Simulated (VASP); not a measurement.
Runs of VASP 6.6.1 on TiAl. The structure is that of space group P-6m2 (No. 187), or close to it. The cells are those of the table. 

```tsv
cell	further INCAR settings	gap on the mesh (eV)	pressure (GPa)
a = 2.698, b = 2.698, c = 5.283 Å, angles 90.0, 90.0, 120.0°, 2 atoms	ALGO = Fast; EDIFF = 1e-06; NBANDS = 14	none	(b)
a = 2.627, b = 2.627, c = 5.572 Å, angles 90.0, 90.0, 120.0°, 2 atoms	ALGO = Fast; EDIFF = 1e-07; NBANDS = 14	none	5.5
a = 3.089, b = 3.089, c = 4.031 Å, angles 90.0, 90.0, 120.0°, 2 atoms	ALGO = Fast; EDIFF = 1e-07; NBANDS = 14	none	5.0
a = 2.948, b = 2.948, c = 4.425 Å, angles 90.0, 90.0, 120.0°, 2 atoms	ALGO = Fast; EDIFF = 1e-07; NBANDS = 14	none	(a)
a = 2.821, b = 2.821, c = 4.833 Å, angles 90.0, 90.0, 120.0°, 2 atoms	ALGO = Fast; EDIFF = 1e-06; NBANDS = 14	none	-0.1
```

Alike in all rows: task single point; level PBE; potentials or basis VASP PAW PBE potentials, release 64 (Ti_sv, Al); no spin polarisation; k mesh 21 × 21 × 12; cutoff (eV) 520; smearing gaussian 0.15 eV.

Fill in the values left out.

(a) 1.5; (b) 2.1.

Caveats: the cell stands under pressure (at least some runs).

A gap of «none» marks levels without a gap at the run's occupations.
